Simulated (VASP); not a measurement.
# In (I4/mmm) in VASP: single point with PBEsol

Aim: the single point of In with PBEsol.

Everything below comes from runs of VASP 6.6.1. Logs are shortened: lines on timing, memory, paths and dates and some standing lists are left out, and cuts for length are marked.

## 1. The cell of the first run

Symmetry: I4/mmm, No. 139, tetragonal system. Conventional cell: a = 3.200 Å, b = 3.200 Å, c = 4.984 Å, α = 90.00°, β = 90.00°, γ = 90.00°. In (site symmetry 4/mmm) has 12 In at 3.20 to 3.37 Å within 4.2 Å.

## 2. Single point, PBEsol

INCAR

```
SYSTEM = In
PREC = Accurate
ENCUT = 520
EDIFF = 1E-6
ISMEAR = 0
SIGMA = 0.05
LREAL = .FALSE.
LASPH = .TRUE.
NELM = 80
ALGO = Normal
ISIF = 2
LWAVE = .FALSE.
LCHARG = .FALSE.
GGA = PS
NBANDS = 12
```

KPOINTS

```
Automatic mesh
0
G
  18 18 18
  0 0 0
```

POSCAR

```
In
1.0
   -1.5997690180      1.5997690180      2.4920426347
    1.5997690180     -1.5997690180      2.4920426347
    1.5997690180      1.5997690180     -2.4920426347
In
1
Direct
    0.0000000000      0.0000000000      0.0000000000
```

Potentials or basis: VASP PAW PBE potentials, release 64 (In_d).

The run is started by

```
$ cat potpaw_PBE.64/In_d/POTCAR > POTCAR
$ mpirun -np 1 vasp_std > vasp.out
```

OUTCAR:

```text
SYSTEM = In
   PREC = Accurate
   ENCUT = 520
   EDIFF = 1E-6
   ISMEAR = 0
   LREAL = .FALSE.
   LASPH = .TRUE.
   NELM = 80
   ISIF = 2
   GGA = PS

 ion  position               nearest neighbor table
   1  0.000  0.000  0.000-

  LATTYP: Found a body centered tetragonal cell.
 ALAT       =     3.1995380360
 C/A-ratio  =     1.5577515295

  Lattice vectors:

 A1 = (  -1.5997690180,   1.5997690180,   2.4920426347)
 A2 = (   1.5997690180,  -1.5997690180,   2.4920426347)
 A3 = (   1.5997690180,   1.5997690180,  -2.4920426347)

Analysis of symmetry for initial positions (statically):
=====================================================================
 Subroutine PRICEL returns:
 Original cell was already a primitive cell.

 Routine SETGRP: Setting up the symmetry group for a
 body centered tetragonal supercell.

 Subroutine GETGRP returns: Found 16 space group operations
 (whereof 16 operations were pure point group operations)
 out of a pool of 16 trial point group operations.

The static configuration has the point symmetry D_4h.

Analysis of symmetry for dynamics (positions and initial velocities):
=====================================================================
 Subroutine PRICEL returns:
 Original cell was already a primitive cell.

 Routine SETGRP: Setting up the symmetry group for a
 body centered tetragonal supercell.

 Subroutine GETGRP returns: Found 16 space group operations
 (whereof 16 operations were pure point group operations)
 out of a pool of 16 trial point group operations.

The dynamic configuration has the point symmetry D_4h.

 Subroutine INISYM returns: Found 16 space group operations
 (whereof 16 operations are pure point group operations),
 and found     1 'primitive' translations

----------------------------------------------------------------------------------------

                                     Primitive cell

  volume of cell :      25.5111

  direct lattice vectors                    reciprocal lattice vectors
    -1.599769018  1.599769018  2.492042635     0.000000000  0.312545120  0.200638622
     1.599769018 -1.599769018  2.492042635     0.312545120  0.000000000  0.200638622
     1.599769018  1.599769018 -2.492042635     0.312545120  0.312545120  0.000000000

  length of vectors
     3.365828028  3.365828028  3.365828028     0.371403162  0.371403162  0.442005548

  position of ions in fractional coordinates (direct lattice)
     0.000000000  0.000000000  0.000000000

  ion indices of the primitive-cell ions
   primitive index   ion index
                 1           1

----------------------------------------------------------------------------------------

 KPOINTS: Automatic mesh

Automatic generation of k-mesh.
 Grid dimensions read from file:
 generate k-points for:   18   18   18

 Generating k-lattice:

  Cartesian coordinates                     Fractional coordinates (reciprocal lattice)
     0.000000000  0.017363618  0.011146590     0.055555556 -0.000000000  0.000000000
     0.017363618  0.000000000  0.011146590    -0.000000000  0.055555556  0.000000000
     0.017363618  0.017363618  0.000000000     0.000000000  0.000000000  0.055555556

  Length of vectors
     0.020633509  0.020633509  0.024555864

  Shift w.r.t. Gamma in fractional coordinates (k-lattice)
     0.000000000  0.000000000  0.000000000

 Subroutine IBZKPT returns following result:
 ===========================================

 Found    480 irreducible k-points:

 Following reciprocal coordinates:
            Coordinates               Weight
  0.000000  0.000000  0.000000      1.000000
  0.055556  0.000000  0.000000      8.000000
  0.111111  0.000000  0.000000      8.000000
  0.166667  0.000000  0.000000      8.000000
  0.222222 -0.000000  0.000000      8.000000
  0.277778 -0.000000  0.000000      8.000000
[... 16 lines left out ...]
 -0.277778  0.055556 -0.000000     16.000000
 -0.222222  0.055556  0.000000     16.000000
 [... further k-points ...]
   k-points           NKPTS =    480   k-points in BZ     NKDIM =    480   number of bands    NBANDS=     12
   number of dos      NEDOS =    301   number of ions     NIONS =      1
   total plane-waves  NPLWV =  21952
   dimension x,y,z NGX =    28 NGY =   28 NGZ =   28
   dimension x,y,z NGXF=    56 NGYF=   56 NGZF=   56
   ions per type =               1
   NGX,Y,Z   is equivalent  to a cutoff of  13.83, 13.83, 13.83 a.u.
   NGXF,Y,Z  is equivalent  to a cutoff of  27.66, 27.66, 27.66 a.u.
 SYSTEM =  In
   PREC   = accura    normal or accurate (medium, high low for compatibility)
   ISTART =      0    job   : 0-new  1-cont  2-samecut
   ICHARG =      2    charge: 1-file 2-atom 10-const
   ISPIN  =      1    spin polarized calculation?
   LNONCOLLINEAR =      F non collinear calculations
   LSORBIT =      F    spin-orbit coupling
   LASPH  =      T    aspherical Exc in radial PAW
   ENCUT  =  520.0 eV  38.22 Ry    6.18 a.u.   6.26  6.26  6.26*2*pi/ulx,y,z
   NELM   =     80;   NELMIN=  2; NELMDL= -5     # of ELM steps
   EDIFF  = 0.1E-05   stopping-criterion for ELM
   LREAL  =      F    real-space projection
   EDIFFG = 0.1E-04   stopping-criterion for IOM
   NSW    =      0    number of steps for IOM
   IBRION =     -1    ionic relax: 0-MD 1-quasi-New 2-CG
   NFREE  =      0    steps in history (QN), initial steepest desc. (CG)
   ISIF   =      2    stress and relaxation
   ISYM   =      2    0-nonsym 1-usesym 2-fastsym
   POTIM  = 0.5000    time-step for ionic-motion
   TEBEG  =    0.0;   TEEND  =   0.0 temperature during run
   PSTRESS=    0.0 pullay stress
   NELECT =      13.0000    total number of electrons
   NUPDOWN=      -1.0000    fix difference up-down
   EMIN   =  10.00;   EMAX   =-10.00  energy-range for DOS
   EFERMI =   0.00;   METHOD = LEGACY
   ISMEAR =     0;   SIGMA  =   0.05  broadening in eV -4-tet -1-fermi 0-gaus
   EFERMI_NEDOS =   21; number of points for ismear=-14 and -15
   IALGO  =     38    algorithm
   IMIX   =      4    mixing-type and parameters
     AMIX     =   0.40;   BMIX     =  1.00
     AMIX_MAG =   1.60;   BMIX_MAG =  1.00
  volume/ion in A,a.u.               =      25.51       172.16
  Fermi-wavevector in a.u.,A,eV,Ry     =   1.307613  2.471031 23.263950  1.709852
  Thomas-Fermi vector in A             =   2.438336
   LORBIT       =      0    0 simple, 1 ext, 2 COOP (PROOUT), +10 PAW based schemes
   GGA     = PS    functional components
   LHFCALC =     F    Hartree Fock is set to
   AEXX    =    0.0000 exact exchange contribution
   IVDW    =     0    specifies the selected vdW correction
   LEPSILON=     F    determine dielectric tensor
   LRPA    =     F    only Hartree local field effects (RPA)
 non-spin polarized calculation
 Gauss-broadening in eV      SIGMA  =   0.05
  energy-cutoff  :      520.00
  volume of cell :       25.51
 maximum number of plane-waves:       701
 NGX is ok and might be reduce to    28
   NGX = 13   NGY = 13   NGZ = 13

 number of electron      13.0000002 magnetization

 Free energy of the ion-electron system (eV)
  ---------------------------------------------------
  ext. energy  EPLUGINS =         0.00000000
  ---------------------------------------------------
  free energy    TOTEN  =        -2.98480298 eV

  energy without entropy =       -2.98442352  energy(sigma->0) =       -2.98461325

 E-fermi :   7.6481     XC(G=0): -10.5261

 val. band max:        7.6350599930   @ k =  -0.4444   0.4444   0.2222
 cond. band min:       7.6611836853   @ k =   0.2778   0.2778   0.1111
 fundamental gap:      0.0261236923
 Fermi energy:         7.6480537827

 k-point     1 :       0.0000    0.0000    0.0000
  band No.  band energies     occupation
      1      -7.0356      2.00000
      2      -6.8822      2.00000
      3      -6.8822      2.00000
      4      -6.8272      2.00000
      5      -6.6789      2.00000
      6      -2.0992      2.00000
      7      18.3886      0.00000
      8      18.3886      0.00000
      9      18.6070      0.00000
     10      19.3259      0.00000
     11      21.8360      0.00000
     12      21.9868      0.00000

 k-point     2 :       0.0556    0.0000    0.0000
  band No.  band energies     occupation
      1      -7.0295      2.00000
      2      -6.8831      2.00000
      3      -6.8770      2.00000
      4      -6.8259      2.00000
      5      -6.6815      2.00000
      6      -2.0302      2.00000
      7      17.5000      0.00000
      8      18.3102      0.00000
      9      18.3389      0.00000
     10      19.1997      0.00000
     11      22.0029      0.00000
     12      22.1676      0.00000

 k-point     3 :       0.1111    0.0000    0.0000
  band No.  band energies     occupation
      1      -7.0141      2.00000
      2      -6.8882      2.00000
      3      -6.8630      2.00000
      4      -6.8176      2.00000
      5      -6.6882      2.00000
      6      -1.8218      2.00000
      7      15.6657      0.00000
      8      17.8314      0.00000
      9      18.1173      0.00000
     10      19.1628      0.00000
     11      21.3549      0.00000
     12      22.6631      0.00000
[... 286 lines left out ...]
 k-point    23 :      -0.2778    0.0556   -0.0000
  band No.  band energies     occupation
      1      -6.9694      2.00000
      2      -6.9372      2.00000
      3      -6.8314      2.00000
      4      -6.7256      2.00000
      5      -6.6836      2.00000
      6      -0.4714      2.00000
      7      10.5402      0.00000
      8      15.6188      0.00000
      9      17.2694      0.00000
     10      19.5681      0.00000
     11      20.4807      0.00000
     12      21.7451      0.00000

 k-point    24 :      -0.2222    0.0556    0.0000
  band No.  band energies     occupation
      1      -6.9694      2.00000
      2      -6.9204      2.00000
      3      -6.8351      2.00000
      4      -6.7648      2.00000
      5      -6.7045      2.00000
      6      -1.0714      2.00000
      7      12.3971      0.00000
      8      16.1094      0.00000
      9      17.4627      0.00000
     10      19.6928      0.00000
     11      21.0491      0.00000
     12      21.9779      0.00000

 [... further k-points ...]

------------------------ aborting loop because EDIFF is reached ----------------------------------------

  FORCE on cell =-STRESS in cart. coord.  units (eV):
  Direction    XX          YY          ZZ          XY          YZ          ZX
  --------------------------------------------------------------------------------------
  -------------------------------------------------------------------------------------
  Total       -0.0195070     -0.0195070      0.0127643      0.0000000      0.0000000      0.0000000
  in kB       -1.2250976     -1.2250976      0.8016369      0.0000000      0.0000000      0.0000000
  external PRESSURE =      -0.5495195 kB  Pullay stress =       0.0000000 kB

 VOLUME and BASIS-vectors are now :
 -----------------------------------------------------------------------------
  energy-cutoff  :      520.00
  volume of cell :       25.51
      direct lattice vectors                 reciprocal lattice vectors
    -1.599769018  1.599769018  2.492042635     0.000000000  0.312545120  0.200638622
     1.599769018 -1.599769018  2.492042635     0.312545120  0.000000000  0.200638622
     1.599769018  1.599769018 -2.492042635     0.312545120  0.312545120  0.000000000

 POSITION                                       TOTAL-FORCE (eV/Angst)
 -----------------------------------------------------------------------------------
      0.00000      0.00000      0.00000        -0.000000      0.000000      0.000000
 -----------------------------------------------------------------------------------
    total drift:                               -0.000000     -0.000000     -0.000000

  FREE ENERGIE OF THE ION-ELECTRON SYSTEM (eV)
  ---------------------------------------------------
  free  energy   TOTEN  =        -2.9848029800 eV

  energy  without entropy=       -2.9844235249  energy(sigma->0) =       -2.98461325
```

Wall time 2.1 min (1 thread of Intel Xeon 6975P-C (Granite Rapids), shared host); peak memory 0.26 GiB.

What came out:

```yaml
Free_energy: -2.9848 eV
Pressure: -0.1 GPa
Band_gap_on_the_k_mesh: zero (an odd number of electrons rules out a gap without spin polarisation)
```

Levels at points of the mesh, in eV from the Fermi level:
```tsv
k point	band 2	band 3	band 4	band 5	band 6	band 7	band 8	band 9	band 10	band 11
(0.00, 0.00, 0.00)	-14.53	-14.53	-14.48	-14.33	-9.75	10.74	10.74	10.96	11.68	14.19
(0.50, 0.00, 0.00)	-14.64	-14.51	-14.25	-14.20	-4.33	-3.50	7.33	9.58	11.22	11.32
(0.50, 0.50, 0.00)	-14.73	-14.25	-14.24	-14.12	-1.96	-1.47	3.40	3.97	7.03	7.38
(0.50, 0.50, 0.50)	-14.72	-14.23	-14.20	-14.20	-3.19	-2.92	5.01	5.01	8.51	8.60
```

Caveat: the PAW data sets were made with another functional, which shifts forces and pressure a little; spin-orbit coupling is left out, which moves the levels of the heavy elements.
